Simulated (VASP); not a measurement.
Write the native input for VASP 6.6.1 that does the following.

- Task: single point
- Functional: PBE
- Potentials or basis: VASP PAW PBE potentials, release 64 (Zn, S)
- Cutoff: 520 eV
- k mesh: 10 × 10 × 10
- Occupations: gaussian, width 0.01 eV
- Spin: no spin polarisation
- Dipole correction: no
- Further INCAR settings: ALGO = Normal; EDIFF = 1e-06; NBANDS = 16

The structure of ZnS lies in POSCAR:

```
ZnS
1.0
    0.0000000000      2.7211543806      2.7211543806
    2.7211543806      0.0000000000      2.7211543806
    2.7211543806      2.7211543806      0.0000000000
Zn S
1 1
Direct
    0.0000000000      0.0000000000      0.0000000000
    0.7500000000      0.7500000000      0.7500000000
```

One way to write it, as run:

INCAR

```
SYSTEM = ZnS
ALGO     = Normal         ! electronic algorithm
EDIFF    = 1E-6           ! SCF threshold, eV
ENCUT    = 520            ! plane-wave cutoff, eV
GGA      = PE             ! functional
ISIF     = 2              ! what is computed and relaxed
ISMEAR   = 0              ! smearing method
LASPH    = .TRUE.         ! aspherical terms in the spheres
LCHARG   = .FALSE.        ! write CHGCAR
LREAL    = .FALSE.        ! projectors in reciprocal space
LWAVE    = .FALSE.        ! write WAVECAR
NBANDS   = 16             ! bands
NELM     = 60             ! most SCF steps
PREC     = Accurate       ! precision mode
SIGMA    = 0.01           ! smearing width, eV
```

KPOINTS

```
k-points
0
G
  10 10 10
  0 0 0
```

Potentials or basis: VASP PAW PBE potentials, release 64 (Zn, S).

Command:

```console
$ cat potpaw_PBE.64/Zn/POTCAR potpaw_PBE.64/S/POTCAR > POTCAR
$ mpirun -np 1 vasp_std > vasp.out
```

Results of the run:

- Pressure: 0.2 GPa
- Band gap on the k mesh: 2.02 eV, direct

Run time: 13 s on 1 thread of Intel(R) Xeon(R) 6975P-C (Granite Rapids), on a shared host, peak memory 0.18 GiB.
